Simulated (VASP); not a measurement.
# SiC (P6_3mc) in VASP: further runs

Runs on SiC. Level: r2SCAN. Tasks: single point.

All numbers are computed with VASP 6.6.1; they aren't measurements. Logs are shortened: lines on timing, memory, paths and dates and some standing lists are left out, and cuts for length are marked.

**1. The cell of the first run**

It takes space group P6_3mc (No. 186, hexagonal). Conventional cell: a = 3.078 Å, b = 3.078 Å, c = 10.077 Å, α = 90.00°, β = 90.00°, γ = 120.00°. Within 2.5 Å of Si (site symmetry 3m) lie 4 C at 1.89 Å. Within 2.5 Å of Si (site symmetry 3m) lie 4 C at 1.88 to 1.89 Å. C (site symmetry 3m) has 4 Si at 1.88 to 1.89 Å within 2.5 Å. Within 2.5 Å of C (site symmetry 3m) lie 4 Si at 1.89 Å.

**2. Single point, r2SCAN**

Contents of POSCAR:

```
SiC
1.0
    3.0775593349      0.0000000000      0.0000000000
   -1.5387796674      2.6652445657      0.0000000000
    0.0000000000      0.0000000000     10.0767691420
Si C
4 4
Direct
    0.6666666667      0.3333333333      0.9378376197
    0.3333333333      0.6666666667      0.4378376197
    0.0000000000      0.0000000000      0.6878931817
    0.0000000000      0.0000000000      0.1878931817
    0.6666666667      0.3333333333      0.7498040034
    0.3333333333      0.6666666667      0.2498040034
    0.0000000000      0.0000000000      0.5004641952
    0.0000000000      0.0000000000      0.0004641952
```

Contents of INCAR.step1:

```
SYSTEM = SiC
PREC = Accurate
ENCUT = 520
ISMEAR = 0
SIGMA = 0.02
LREAL = .False.
LASPH = .True.
NELM = 60
NBANDS = 26
GGA = PE
ALGO = Normal
EDIFF = 1E-4
LWAVE = .True.
LCHARG = .False.
```

Contents of INCAR.step2:

```
SYSTEM = SiC
PREC = Accurate
ENCUT = 520
EDIFF = 1E-6
ISMEAR = 0
SIGMA = 0.02
LREAL = .False.
LASPH = .True.
NELM = 60
ALGO = Normal
ISIF = 2
LWAVE = .False.
LCHARG = .False.
METAGGA = R2SCAN
LMIXTAU = .True.
NBANDS = 26
ISTART = 1
```

Contents of KPOINTS:

```
regular mesh
0
Gamma
  12 12 4
  0 0 0
```

Potentials or basis: VASP PAW PBE potentials, release 64 (Si, C).

Command:

```sh
$ cat potpaw_PBE.64/Si/POTCAR potpaw_PBE.64/C/POTCAR > POTCAR
$ cp INCAR.step1 INCAR
$ mpirun -np 1 vasp_std > vasp.out
$ cp INCAR.step2 INCAR
$ mpirun -np 1 vasp_std > vasp.out
```

OUTCAR:

```text
SYSTEM = SiC
   PREC = Accurate
   ENCUT = 520
   EDIFF = 1E-6
   ISMEAR = 0
   LREAL = .False.
   LASPH = .True.
   NELM = 60
   ISIF = 2
   METAGGA = R2SCAN
   ISTART = 1

 ion  position               nearest neighbor table
   1  0.667  0.333  0.938-   8 1.89   8 1.89   8 1.89   5 1.89   3 3.08   3 3.08   3 3.08   4 3.08
                             4 3.08   4 3.08
   2  0.333  0.667  0.438-   7 1.89   7 1.89   7 1.89   6 1.89   4 3.08   4 3.08   4 3.08   3 3.08
                             3 3.08   3 3.08
   3  0.000  0.000  0.688-   5 1.88   5 1.88   5 1.88   7 1.89   1 3.08   1 3.08   1 3.08   2 3.08
                             2 3.08   2 3.08
   4  0.000  0.000  0.188-   6 1.88   6 1.88   6 1.88   8 1.89   2 3.08   2 3.08   2 3.08   1 3.08
                             1 3.08   1 3.08
   5  0.667  0.333  0.750-   3 1.88   3 1.88   3 1.88   1 1.89
   6  0.333  0.667  0.250-   4 1.88   4 1.88   4 1.88   2 1.89
   7  0.000  0.000  0.500-   2 1.89   2 1.89   2 1.89   3 1.89
   8  0.000  0.000  0.000-   1 1.89   1 1.89   1 1.89   4 1.89

  LATTYP: Found a hexagonal cell.
 ALAT       =     3.0775593349
 C/A-ratio  =     3.2742729044

  Lattice vectors:

 A1 = (   3.0775593349,   0.0000000000,   0.0000000000)
 A2 = (  -1.5387796674,   2.6652445657,   0.0000000000)
 A3 = (   0.0000000000,   0.0000000000,  10.0767691420)

Analysis of symmetry for initial positions (statically):
=====================================================================
 Subroutine PRICEL returns:
 Original cell was already a primitive cell.

 Routine SETGRP: Setting up the symmetry group for a
 hexagonal supercell.

 Subroutine GETGRP returns: Found 12 space group operations
 (whereof  6 operations were pure point group operations)
 out of a pool of 24 trial point group operations.

The static configuration has the point symmetry C_3v.
 The point group associated with its full space group is C_6v.

Analysis of symmetry for dynamics (positions and initial velocities):
=====================================================================
 Subroutine PRICEL returns:
 Original cell was already a primitive cell.

 Routine SETGRP: Setting up the symmetry group for a
 hexagonal supercell.

 Subroutine GETGRP returns: Found 12 space group operations
 (whereof  6 operations were pure point group operations)
 out of a pool of 24 trial point group operations.

The dynamic configuration has the point symmetry C_3v.
 The point group associated with its full space group is C_6v.

 Subroutine INISYM returns: Found 12 space group operations
[... 115 lines left out ...]
   ISIF   =      2    stress and relaxation
   ISYM   =      2    0-nonsym 1-usesym 2-fastsym
   POTIM  = 0.5000    time-step for ionic-motion
   TEBEG  =    0.0;   TEEND  =   0.0 temperature during run
   PSTRESS=    0.0 pullay stress
   NELECT =      32.0000    total number of electrons
   NUPDOWN=      -1.0000    fix difference up-down
   EMIN   =  10.00;   EMAX   =-10.00  energy-range for DOS
   EFERMI =   0.00;   METHOD = LEGACY
   ISMEAR =     0;   SIGMA  =   0.02  broadening in eV -4-tet -1-fermi 0-gaus
   EFERMI_NEDOS =   21; number of points for ismear=-14 and -15
   IALGO  =     38    algorithm
   IMIX   =      4    mixing-type and parameters
     AMIX     =   0.40;   BMIX     =  1.00
     AMIX_MAG =   1.60;   BMIX_MAG =  1.00
  volume/ion in A,a.u.               =      10.33        69.72
  Fermi-wavevector in a.u.,A,eV,Ry     =   1.193172  2.254769 19.370077  1.423661
  Thomas-Fermi vector in A             =   2.329193
   LORBIT       =      0    0 simple, 1 ext, 2 COOP (PROOUT), +10 PAW based schemes
   METAGGA = R2SCAN    functional components
   LHFCALC =     F    Hartree Fock is set to
   AEXX    =    0.0000 exact exchange contribution
   IVDW    =     0    specifies the selected vdW correction
   LEPSILON=     F    determine dielectric tensor
   LRPA    =     F    only Hartree local field effects (RPA)
 non-spin polarized calculation
 Gauss-broadening in eV      SIGMA  =   0.02
  energy-cutoff  :      520.00
  volume of cell :       82.65
 maximum number of plane-waves:      2256
 NGX is ok and might be reduce to    24
   NGX = 11   NGY = 11   NGZ = 37

 number of electron      32.0000000 magnetization

 Free energy of the ion-electron system (eV)
  ---------------------------------------------------
  ext. energy  EPLUGINS =         0.00000000
  ---------------------------------------------------
  free energy    TOTEN  =       -77.30799406 eV

  energy without entropy =      -77.30799406  energy(sigma->0) =      -77.30799406

 E-fermi :   8.2155     XC(G=0): -11.9371

 val. band max:        8.0686157721   @ k =   0.0000   0.0000   0.0000
 cond. band min:      10.6779486247   @ k =   0.5000  -0.0000   0.0000
 fundamental gap:      2.6093328526
 Fermi energy:         8.2155199598

 k-point     1 :       0.0000    0.0000    0.0000
  band No.  band energies     occupation
      1      -8.2026      2.00000
      2      -6.9848      2.00000
      3      -6.9466      2.00000
      4      -4.5727      2.00000
      5      -0.8372      2.00000
      6       3.5003      2.00000
[... 685 lines left out ...]
     25      17.3951      0.00000
     26      17.9728      0.00000

 [... further k-points ...]

------------------------ aborting loop because EDIFF is reached ----------------------------------------

  FORCE on cell =-STRESS in cart. coord.  units (eV):
  Direction    XX          YY          ZZ          XY          YZ          ZX
  --------------------------------------------------------------------------------------
  -------------------------------------------------------------------------------------
  Total       -0.0940618     -0.0940618     -0.0992778     -0.0000000      0.0000000      0.0000000
  in kB       -1.8233047     -1.8233047     -1.9244114     -0.0000000      0.0000000      0.0000000
  external PRESSURE =      -1.8570070 kB  Pullay stress =       0.0000000 kB

 VOLUME and BASIS-vectors are now :
 -----------------------------------------------------------------------------
  energy-cutoff  :      520.00
  volume of cell :       82.65
      direct lattice vectors                 reciprocal lattice vectors
     3.077559335  0.000000000  0.000000000     0.324932809  0.187600045  0.000000000
    -1.538779667  2.665244566  0.000000000     0.000000000  0.375200090  0.000000000
     0.000000000  0.000000000 10.076769142     0.000000000  0.000000000  0.099238157

 POSITION                                       TOTAL-FORCE (eV/Angst)
 -----------------------------------------------------------------------------------
      1.53878      0.88841      9.45037        -0.000000     -0.000000      0.001127
     -0.00000      1.77683      4.41199         0.000000      0.000000      0.001127
      0.00000      0.00000      6.93174         0.000000     -0.000000     -0.001381
      0.00000      0.00000      1.89336        -0.000000      0.000000     -0.001381
      1.53878      0.88841      7.55560         0.000000     -0.000000      0.000241
     -0.00000      1.77683      2.51722        -0.000000      0.000000      0.000241
      0.00000      0.00000      5.04306        -0.000000      0.000000      0.000014
      0.00000      0.00000      0.00468         0.000000      0.000000      0.000014
 -----------------------------------------------------------------------------------
    total drift:                                0.000000      0.000000     -0.000639

  FREE ENERGIE OF THE ION-ELECTRON SYSTEM (eV)
  ---------------------------------------------------
  free  energy   TOTEN  =       -77.3079940644 eV

  energy  without entropy=      -77.3079940644  energy(sigma->0) =      -77.30799406
```

OUTCAR.step1:

```text
SYSTEM = SiC
   PREC = Accurate
   ENCUT = 520
   ISMEAR = 0
   LREAL = .False.
   LASPH = .True.
   NELM = 60
[... 947 lines left out ...]
     -0.00000      1.77683      2.51722         0.000000     -0.000000      0.004123
      0.00000      0.00000      5.04306         0.000000     -0.000000     -0.003530
      0.00000      0.00000      0.00468        -0.000000      0.000000     -0.003530
 -----------------------------------------------------------------------------------
    total drift:                               -0.000000     -0.000000     -0.001197

  FREE ENERGIE OF THE ION-ELECTRON SYSTEM (eV)
  ---------------------------------------------------
  free  energy   TOTEN  =       -60.2347550943 eV

  energy  without entropy=      -60.2347550943  energy(sigma->0) =      -60.23475509
```

OSZICAR.step1:

```text
N       E                     dE             d eps       ncg     rms          rms(c)
DAV:   1     0.723371897499E+02    0.72337E+02   -0.14550E+04  2964   0.112E+03
DAV:   2    -0.605111649625E+02   -0.13285E+03   -0.12321E+03  3976   0.191E+02
DAV:   3    -0.675787135006E+02   -0.70675E+01   -0.70149E+01  4036   0.410E+01
DAV:   4    -0.676679970551E+02   -0.89284E-01   -0.89167E-01  3824   0.539E+00
DAV:   5    -0.676695289316E+02   -0.15319E-02   -0.15310E-02  3950   0.670E-01    0.177E+01
DAV:   6    -0.604296822628E+02    0.72398E+01   -0.19364E+01  3796   0.193E+01    0.797E+00
DAV:   7    -0.602683219757E+02    0.16136E+00   -0.21582E+00  4088   0.656E+00    0.341E+00
DAV:   8    -0.602372218775E+02    0.31100E-01   -0.11632E-01  3636   0.162E+00    0.103E+00
DAV:   9    -0.602341745972E+02    0.30473E-02   -0.17747E-02  3744   0.716E-01    0.161E-01
DAV:  10    -0.602346706954E+02   -0.49610E-03   -0.14607E-03  3790   0.188E-01    0.787E-02
DAV:  11    -0.602347550943E+02   -0.84399E-04   -0.18018E-04  2712   0.865E-02
   1 F= -.60234755E+02 E0= -.60234755E+02  d E =-.575439E-29
```

It took 11 min on 1 thread of Intel Xeon 8259CL, shared host; peak memory 0.26 GiB.

What came out:

```yaml
Free_energy: -77.3080 eV
Pressure: -0.2 GPa
Band_gap_on_the_k_mesh: 2.61 eV (least direct gap 3.79 eV)
```

Caveat: the PAW data sets were made with another functional, which shifts forces and pressure a little. A k mesh can miss the band edges.

**3. Single point, r2SCAN**

POSCAR is that of step 2.

Contents of INCAR.step1:

```
PREC = Accurate ; ENCUT = 520
ISMEAR = 0 ; SIGMA = 0.05
LREAL = F ; LASPH = T
NELM = 100 ; NBANDS = 26
GGA = PE ; ALGO = Normal
EDIFF = 1E-4 ; LWAVE = T
LCHARG = F
```

Contents of INCAR.step2:

```
PREC = Accurate ; ENCUT = 520
EDIFF = 1E-6 ; ISMEAR = 0
SIGMA = 0.05 ; LREAL = F
LASPH = T ; NELM = 100
ALGO = Normal ; ISIF = 2
LWAVE = F ; LCHARG = F
METAGGA = R2SCAN ; LMIXTAU = T
NBANDS = 26 ; ISTART = 1
```

Contents of KPOINTS:

```
Automatic mesh
0
Gamma
  12 12 4
```

Potentials or basis: VASP PAW PBE potentials, release 64 (Si, C).

Command:

```sh
$ cat potpaw_PBE.64/Si/POTCAR potpaw_PBE.64/C/POTCAR > POTCAR
$ cp INCAR.step1 INCAR
$ mpirun -np 1 vasp_std > vasp.out
$ cp INCAR.step2 INCAR
$ mpirun -np 1 vasp_std > vasp.out
```

Wall time 9.1 min (1 thread of Intel Xeon 8259CL, shared host); peak memory 0.26 GiB.

Results (log left out):

| Item | Value |
| --- | --- |
| Free energy | -77.3080 eV |
| Pressure | -0.2 GPa |
| Band gap on the k mesh | 2.61 eV (least direct gap 3.79 eV) |

Levels at points of the mesh, in eV from the valence-band top:
```tsv
k point	band 12	band 13	band 14	band 15	band 16	band 17	band 18	band 19	band 20	band 21
(0.00, 0.00, 0.00)	-0.61	-0.61	-0.05	0.00	0.00	5.67	6.26	6.89	6.91	7.51
(0.50, 0.00, 0.00)	-2.50	-2.47	-2.33	-1.65	-1.18	2.61	2.77	4.72	5.27	5.83
(0.00, 0.00, 0.50)	-1.10	-0.22	-0.22	-0.22	-0.22	5.88	5.88	7.37	7.37	7.60
(0.50, 0.00, 0.50)	-3.16	-2.58	-2.58	-1.63	-1.63	3.05	3.05	4.69	4.69	6.68
```

Caveat: the PAW data sets were made with another functional, which shifts forces and pressure a little. A k mesh can miss the band edges.

**4. Single point, r2SCAN (10.64 Å³/atom)**

This run uses another cell than the first one, of 10.64 Å³/atom.

Contents of POSCAR:

```
SiC
1.0
    3.1080322038      0.0000000000      0.0000000000
   -1.5540161019      2.6916348443      0.0000000000
    0.0000000000      0.0000000000     10.1765456288
Si C
4 4
Direct
    0.6666666667      0.3333333333      0.9378376196
    0.3333333333      0.6666666667      0.4378376196
    0.0000000000      0.0000000000      0.6878931818
    0.0000000000      0.0000000000      0.1878931818
    0.6666666667      0.3333333333      0.7498040040
    0.3333333333      0.6666666667      0.2498040040
    0.0000000000      0.0000000000      0.5004641946
    0.0000000000      0.0000000000      0.0004641946
```

Contents of INCAR.step1:

```
SYSTEM = SiC
PREC     = Accurate       ! precision mode
ENCUT    = 520            ! plane-wave cutoff, eV
ISMEAR   = 0              ! smearing method
SIGMA    = 0.02           ! smearing width, eV
LREAL    = .False.        ! projectors in reciprocal space
LASPH    = .True.         ! aspherical terms in the spheres
NELM     = 60             ! most SCF steps
NBANDS   = 26             ! bands
GGA      = PE             ! functional
ALGO     = Normal         ! electronic algorithm
EDIFF    = 1E-4           ! SCF threshold, eV
LWAVE    = .True.         ! write WAVECAR
LCHARG   = .False.        ! write CHGCAR
```

Contents of INCAR.step2:

```
SYSTEM = SiC
PREC     = Accurate       ! precision mode
ENCUT    = 520            ! plane-wave cutoff, eV
EDIFF    = 1E-6           ! SCF threshold, eV
ISMEAR   = 0              ! smearing method
SIGMA    = 0.02           ! smearing width, eV
LREAL    = .False.        ! projectors in reciprocal space
LASPH    = .True.         ! aspherical terms in the spheres
NELM     = 60             ! most SCF steps
ALGO     = Normal         ! electronic algorithm
ISIF     = 2              ! what is computed and relaxed
LWAVE    = .False.        ! write WAVECAR
LCHARG   = .False.        ! write CHGCAR
METAGGA  = R2SCAN         ! meta-GGA
LMIXTAU  = .True.       
NBANDS   = 26             ! bands
ISTART   = 1
```

Contents of KPOINTS:

```
Automatic mesh
0
Gamma
  12 12 4
  0 0 0
```

Command:

```sh
$ cat potpaw_PBE.64/Si/POTCAR potpaw_PBE.64/C/POTCAR > POTCAR
$ cp INCAR.step1 INCAR
$ mpirun -np 1 vasp_std > vasp.out
$ cp INCAR.step2 INCAR
$ mpirun -np 1 vasp_std > vasp.out
```

Run time: 3 min. Hardware: 1 thread of Intel Xeon 6975P-C (Granite Rapids), shared host; peak memory 0.25 GiB.

It converged, with:

```
Free energy            : -77.2558 eV
Pressure               : -6.5 GPa
Largest force          : 0.011 eV/Å
Band gap on the k mesh : 2.59 eV (least direct gap 3.77 eV)
```

Forces on the atoms (eV/Å):
```
Si   0.000  0.000  0.011
Si   0.000  0.000  0.011
Si   0.000  0.000 -0.006
Si   0.000  0.000 -0.006
C    0.000  0.000 -0.005
C    0.000  0.000 -0.005
C    0.000  0.000  0.000
C    0.000  0.000  0.000
```

Stress tensor (GPa, compression positive):
```
-6.54  0.00  0.00
 0.00 -6.54  0.00
 0.00  0.00 -6.45
```

Levels at points of the mesh, in eV from the valence-band top:
```csv
k point,band 13,band 14,band 15,band 16,band 17,band 18,band 19,band 20
"(0.00, 0.00, 0.00)",-0.61,-0.05,0.00,0.00,5.39,5.98,6.53,6.62
"(0.50, 0.00, 0.00)",-2.44,-2.30,-1.62,-1.17,2.59,2.73,4.62,5.08
"(0.00, 0.00, 0.50)",-0.22,-0.22,-0.22,-0.22,5.60,5.60,7.06,7.06
"(0.50, 0.00, 0.50)",-2.53,-2.53,-1.61,-1.61,3.02,3.02,4.61,4.61
```

Caveat: the cell stands under tension; the PAW data sets were made with another functional, which shifts forces and pressure a little.

(Continued in part 2 of 2.)
